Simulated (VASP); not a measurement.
# Sc (P6_3/mmc) in VASP: notebook, part 2 of 2

VASP 6.6.1. Earlier steps stand in the parts before.

**3. Single point, PBE**

This run uses another cell than the first one, of 26.82 Å³/atom.

The input, INCAR:

```
PREC = Accurate
ENCUT = 520
EDIFF = 1E-6
ISMEAR = 0
SIGMA = 0.15
LREAL = F
LASPH = T
NELM = 80
ALGO = Fast
ISIF = 2
LWAVE = F
LCHARG = F
GGA = PE
NBANDS = 18
```

The input, KPOINTS:

```
Automatic mesh
0
Gamma
  15 15 10
```

The input, POSCAR:

```
Sc
1.0
    3.3748000000      0.0000000000      0.0000000000
   -1.6874000000      2.9226625327      0.0000000000
    0.0000000000      0.0000000000      5.4380000000
Sc
2
Direct
    0.3333333333      0.6666666667      0.2500000000
    0.6666666667      0.3333333333      0.7500000000
```

Potentials or basis: VASP PAW PBE potentials, release 64 (Sc_sv).

On the command line:

```bash
> cat potpaw_PBE.64/Sc_sv/POTCAR > POTCAR
> mpirun -np 1 vasp_std > vasp.out
```

OUTCAR:

```text
PREC = Accurate
   ENCUT = 520
   EDIFF = 1E-6
   ISMEAR = 0
   LREAL = F
   LASPH = T
   NELM = 80
   ISIF = 2
   GGA = PE

 ion  position               nearest neighbor table
   1  0.333  0.667  0.250-   2 3.35   2 3.35   2 3.35   2 3.35   2 3.35   2 3.35
   2  0.667  0.333  0.750-   1 3.35   1 3.35   1 3.35   1 3.35   1 3.35   1 3.35

  LATTYP: Found a hexagonal cell.
 ALAT       =     3.3748000000
 C/A-ratio  =     1.6113547469

  Lattice vectors:

 A1 = (   3.3748000000,   0.0000000000,   0.0000000000)
 A2 = (  -1.6874000000,   2.9226625327,   0.0000000000)
 A3 = (   0.0000000000,   0.0000000000,   5.4380000000)

Analysis of symmetry for initial positions (statically):
=====================================================================
 Subroutine PRICEL returns:
 Original cell was already a primitive cell.

 Routine SETGRP: Setting up the symmetry group for a
 hexagonal supercell.

 Subroutine GETGRP returns: Found 24 space group operations
 (whereof 12 operations were pure point group operations)
 out of a pool of 24 trial point group operations.

The static configuration has the point symmetry D_3d.
 The point group associated with its full space group is D_6h.

Analysis of symmetry for dynamics (positions and initial velocities):
=====================================================================
 Subroutine PRICEL returns:
 Original cell was already a primitive cell.

 Routine SETGRP: Setting up the symmetry group for a
 hexagonal supercell.

 Subroutine GETGRP returns: Found 24 space group operations
 (whereof 12 operations were pure point group operations)
 out of a pool of 24 trial point group operations.

The dynamic configuration has the point symmetry D_3d.
 The point group associated with its full space group is D_6h.

 Subroutine INISYM returns: Found 24 space group operations
[... 107 lines left out ...]
   PSTRESS=    0.0 pullay stress
   NELECT =      22.0000    total number of electrons
   NUPDOWN=      -1.0000    fix difference up-down
   EMIN   =  10.00;   EMAX   =-10.00  energy-range for DOS
   EFERMI =   0.00;   METHOD = LEGACY
   ISMEAR =     0;   SIGMA  =   0.15  broadening in eV -4-tet -1-fermi 0-gaus
   EFERMI_NEDOS =   21; number of points for ismear=-14 and -15
   IALGO  =     68    algorithm
   IMIX   =      4    mixing-type and parameters
     AMIX     =   0.40;   BMIX     =  1.00
     AMIX_MAG =   1.60;   BMIX_MAG =  1.00
  volume/ion in A,a.u.               =      26.82       180.98
  Fermi-wavevector in a.u.,A,eV,Ry     =   1.216355  2.298578 20.130092  1.479520
  Thomas-Fermi vector in A             =   2.351712
   LORBIT       =      0    0 simple, 1 ext, 2 COOP (PROOUT), +10 PAW based schemes
   GGA     = PE    functional components
   LHFCALC =     F    Hartree Fock is set to
   AEXX    =    0.0000 exact exchange contribution
   IVDW    =     0    specifies the selected vdW correction
   LEPSILON=     F    determine dielectric tensor
   LRPA    =     F    only Hartree local field effects (RPA)
 non-spin polarized calculation
 RMM-DIIS sequential band-by-band and
 Gauss-broadening in eV      SIGMA  =   0.15
  energy-cutoff  :      520.00
  volume of cell :       53.64
 maximum number of plane-waves:      1466
 NGX is ok and might be reduce to    28
   NGX = 13   NGY = 13   NGZ = 21

 number of electron      22.0000000 magnetization

 Free energy of the ion-electron system (eV)
  ---------------------------------------------------
  ext. energy  EPLUGINS =         0.00000000
  ---------------------------------------------------
  free energy    TOTEN  =       -12.46070374 eV

  energy without entropy =      -12.40736137  energy(sigma->0) =      -12.43403256

 E-fermi :   3.2048     XC(G=0):  -9.5461

 val. band max:        3.2035373241   @ k =   0.2667   0.0000   0.3000
 cond. band min:       3.2070649465   @ k =   0.3333   0.1333   0.4000
 fundamental gap:      0.0035276224
 Fermi energy:         3.2048272513

 k-point     1 :       0.0000    0.0000    0.0000
  band No.  band energies     occupation
      1     -46.4416      2.00000
      2     -46.3988      2.00000
      3     -25.1906      2.00000
      4     -24.9408      2.00000
      5     -24.9408      2.00000
      6     -24.8985      2.00000
[... 481 lines left out ...]
      5     -25.0443      2.00000
      6     -25.0385      2.00000
[... 10 lines left out ...]
     17       6.6151      0.00000
     18       6.6315      0.00000

 [... further k-points ...]
[... 5 lines left out ...]
  --------------------------------------------------------------------------------------
  -------------------------------------------------------------------------------------
  Total       -1.0722092     -1.0722092     -1.7068775      0.0000000      0.0000000      0.0000000
  in kB      -32.0275854    -32.0275854    -50.9855396      0.0000000      0.0000000      0.0000000
  external PRESSURE =     -38.3469035 kB  Pullay stress =       0.0000000 kB

 VOLUME and BASIS-vectors are now :
 -----------------------------------------------------------------------------
  energy-cutoff  :      520.00
  volume of cell :       53.64
      direct lattice vectors                 reciprocal lattice vectors
     3.374800000  0.000000000  0.000000000     0.296313856  0.171076884  0.000000000
    -1.687400000  2.922662533  0.000000000     0.000000000  0.342153769  0.000000000
     0.000000000  0.000000000  5.438000000     0.000000000  0.000000000  0.183891136

 POSITION                                       TOTAL-FORCE (eV/Angst)
 -----------------------------------------------------------------------------------
     -0.00000      1.94844      1.35950        -0.000000      0.000000      0.000000
      1.68740      0.97422      4.07850         0.000000     -0.000000      0.000000
 -----------------------------------------------------------------------------------
    total drift:                               -0.000000      0.000000     -0.000000

  FREE ENERGIE OF THE ION-ELECTRON SYSTEM (eV)
  ---------------------------------------------------
  free  energy   TOTEN  =       -12.4607037427 eV

  energy  without entropy=      -12.4073613742  energy(sigma->0) =      -12.43403256
```

Run time: 2.5 min. Hardware: 1 thread of Intel Xeon Platinum 8488C (Sapphire Rapids), shared host; peak memory 0.26 GiB.

What came out:

| Quantity | Value |
| --- | --- |
| Free energy | -12.4607 eV |
| Pressure | -3.8 GPa |
| Band gap on the k mesh | zero (bands 11 and 12 overlap by 1.18 eV) |

Levels at points of the mesh, in eV from the Fermi level:
| k point | band 9 | band 10 | band 11 | band 12 | band 13 | band 14 |
| --- | --- | --- | --- | --- | --- | --- |
| (0.00, 0.00, 0.00) | -4.97 | -1.60 | 0.23 | 1.51 | 1.51 | 1.54 |
| (0.00, 0.00, 0.50) | -3.58 | -3.58 | 0.80 | 0.80 | 1.46 | 1.46 |

Caveat: the cell stands under tension.

**4. Single point, PBE**

This run uses another cell than the first one, of 27.00 Å³/atom.

The input, INCAR:

```
ALGO     = Fast           # electronic algorithm
EDIFF    = 1E-7           # SCF threshold, eV
ENCUT    = 520            # plane-wave cutoff, eV
GGA      = PE             # functional
ISIF     = 2              # what is computed and relaxed
ISMEAR   = 0              # smearing method
LASPH    = True           # aspherical terms in the spheres
LCHARG   = False          # write CHGCAR
LREAL    = False          # projectors in reciprocal space
LWAVE    = False          # write WAVECAR
NBANDS   = 18             # bands
NELM     = 80             # most SCF steps
PREC     = Accurate       # precision mode
SIGMA    = 0.15           # smearing width, eV
```

The input, KPOINTS:

```
k-points
0
Gamma
  15 15 10
```

The input, POSCAR:

```
Sc
1.0
    3.4302000000      0.0000000000      0.0000000000
   -1.7151000000      2.9706403401      0.0000000000
    0.0000000000      0.0000000000      5.3003000000
Sc
2
Direct
    0.3333333333      0.6666666667      0.2500000000
    0.6666666667      0.3333333333      0.7500000000
```

On the command line:

```bash
> cat potpaw_PBE.64/Sc_sv/POTCAR > POTCAR
> mpirun -np 1 vasp_std > vasp.out
```

Run time: 2.5 min. Hardware: 1 thread of Intel Xeon Platinum 8488C (Sapphire Rapids), shared host; peak memory 0.26 GiB.

The run converged. Its results:

| Quantity | Value |
| --- | --- |
| Free energy | -12.4572 eV |
| Pressure | -4.2 GPa |
| Band gap on the k mesh | zero (bands 11 and 12 overlap by 1.38 eV) |

Stress tensor (GPa, compression positive):
```
-4.43  0.00  0.00
 0.00 -4.43  0.00
 0.00  0.00 -3.74
```

Levels at points of the mesh, in eV from the Fermi level:
| k point | band 7 | band 8 | band 9 | band 10 | band 11 | band 12 | band 13 | band 14 | band 15 | band 16 |
| --- | --- | --- | --- | --- | --- | --- | --- | --- | --- | --- |
| (0.00, 0.00, 0.00) | -28.12 | -28.09 | -4.94 | -1.50 | 0.49 | 1.47 | 1.47 | 1.74 | 1.87 | 1.87 |
| (0.00, 0.00, 0.50) | -28.14 | -28.14 | -3.48 | -3.48 | 0.94 | 0.94 | 1.38 | 1.38 | 1.38 | 1.38 |

Caveat: the cell stands under tension.

**5. Single point, PBE**

This run uses another cell than the first one, of 27.16 Å³/atom.

The input, INCAR:

```
PREC     = Accurate       # precision mode
ENCUT    = 520            # plane-wave cutoff, eV
EDIFF    = 1E-6           # SCF threshold, eV
ISMEAR   = 0              # smearing method
SIGMA    = 0.15           # smearing width, eV
LREAL    = False          # projectors in reciprocal space
LASPH    = True           # aspherical terms in the spheres
NELM     = 100            # most SCF steps
ALGO     = Fast           # electronic algorithm
ISIF     = 2              # what is computed and relaxed
LWAVE    = False          # write WAVECAR
LCHARG   = False          # write CHGCAR
GGA      = PE             # functional
NBANDS   = 18             # bands
```

The input, KPOINTS:

```
Automatic mesh
0
Gamma
  15 15 10
```

The input, POSCAR:

```
Sc
1.0
    3.4855000000      0.0000000000      0.0000000000
   -1.7427500000      3.0185315449      0.0000000000
    0.0000000000      0.0000000000      5.1626334843
Sc
2
Direct
    0.3333333333      0.6666666667      0.2500000000
    0.6666666667      0.3333333333      0.7500000000
```

On the command line:

```bash
> cat potpaw_PBE.64/Sc_sv/POTCAR > POTCAR
> mpirun -np 1 vasp_std > vasp.out
```

It took 2.4 min on 1 thread of Intel Xeon Platinum 8488C (Sapphire Rapids), shared host; peak memory 0.27 GiB.

Results (log left out):

```
Free energy            : -12.4298 eV
Pressure               : -4.4 GPa
Band gap on the k mesh : zero (bands 11 and 12 overlap by 1.55 eV)
```

Stress tensor (GPa, compression positive):
```
-5.51  0.00  0.00
 0.00 -5.51  0.00
 0.00  0.00 -2.18
```

Levels at points of the mesh, in eV from the Fermi level:
```
           k point  band 8  band 9  band 10  band 11  band 12  band 13  band 14  band 15
(0.00, 0.00, 0.00)  -28.09   -4.92    -1.41     0.79     1.43     1.43     1.88     1.88
(0.00, 0.00, 0.50)  -28.16   -3.38    -3.38     1.08     1.08     1.29     1.29     1.29
```

Caveat: the cell stands under tension.

**6. The runs side by side**

```csv
cell,further INCAR settings,gap on the mesh (eV),pressure (GPa)
"a = 3.320, b = 3.320, c = 5.576 Å, angles 90.0, 90.0, 120.0°, 2 atoms",ALGO = Fast; EDIFF = 1e-06; NBANDS = 18,none,-3.4
"a = 3.375, b = 3.375, c = 5.438 Å, angles 90.0, 90.0, 120.0°, 2 atoms",ALGO = Fast; EDIFF = 1e-06; NBANDS = 18,none,-3.8
"a = 3.430, b = 3.430, c = 5.300 Å, angles 90.0, 90.0, 120.0°, 2 atoms",ALGO = Fast; EDIFF = 1e-07; NBANDS = 18,none,-4.2
"a = 3.486, b = 3.486, c = 5.163 Å, angles 90.0, 90.0, 120.0°, 2 atoms",ALGO = Fast; EDIFF = 1e-06; NBANDS = 18,none,-4.4
```

Alike in all rows: task single point; level PBE; potentials or basis VASP PAW PBE potentials, release 64 (Sc_sv); no spin polarisation; k mesh 15 × 15 × 10; cutoff (eV) 520; smearing gaussian 0.15 eV.

Caveats: the cell stands under tension.

Total energies depend on the potentials used, so only differences within one code and one set of settings carry meaning.
